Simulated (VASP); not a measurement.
Wanted: the native input for a VASP 6.6.1 run.

```yaml
Task: single point
Functional: LDA
Potentials_or_basis: VASP PAW LDA potentials, release 64 (Mn_pv, Rh_pv)
Cutoff: 500 eV
k_mesh: 6 × 6 × 6
Occupations: gaussian, width 0.1 eV
Spin: collinear spin, ferromagnetic start
Starting_moments: "[3.72, 0.69] μB"
Dipole_correction: no
Further_INCAR_settings: ALGO = Normal; EDIFF = 1e-06; NBANDS = 25
```

The structure of MnRh lies in POSCAR:

```
MnRh
1.0
    2.9548226560      0.0000000000      0.0000000000
    0.0000000000      2.9548226560      0.0000000000
    0.0000000000      0.0000000000      2.9548226560
Mn Rh
1 1
Direct
    0.0000000000      0.0000000000      0.0000000000
    0.5000000000      0.5000000000      0.5000000000
```

These files were run (other wordings do the same):

INCAR

```
ALGO     = Normal         # electronic algorithm
EDIFF    = 1E-6           # SCF threshold, eV
ENCUT    = 500            # plane-wave cutoff, eV
GGA_COMPAT= False        
ISIF     = 2              # what is computed and relaxed
ISMEAR   = 0              # smearing method
ISPIN    = 2              # spin polarisation
LASPH    = True           # aspherical terms in the spheres
LCHARG   = False          # write CHGCAR
LMAXMIX  = 4              # l up to which the mixer works
LORBIT   = 11             # projections on sites
LREAL    = False          # projectors in reciprocal space
LWAVE    = False          # write WAVECAR
MAGMOM   = 3.72 0.69      # initial moments
NBANDS   = 25             # bands
NELM     = 200            # most SCF steps
PREC     = Accurate       # precision mode
SIGMA    = 0.1            # smearing width, eV
```

KPOINTS

```
k-points
0
Gamma
  6 6 6
```

Potentials or basis: VASP PAW LDA potentials, release 64 (Mn_pv, Rh_pv).

Launch:

```console
$ cat potpaw_LDA.64/Mn_pv/POTCAR potpaw_LDA.64/Rh_pv/POTCAR > POTCAR
$ mpirun -np 1 vasp_std > vasp.out
```

Results of the run:

* Pressure: -0.3 GPa
* Band gap on the k mesh: zero (filled and empty bands overlap)
* Net moment: 3.97 μB per cell
* Site moments: Mn +3.19; Rh +0.69 μB
* Valence electrons inside the program's atomic spheres: Mn 11.72; Rh 13.91

Wall time 14 s on 1 thread of Intel(R) Xeon(R) Platinum 8375C CPU @ 2.90GHz (Ice Lake), with other jobs on the host, peak memory 0.14 GiB.
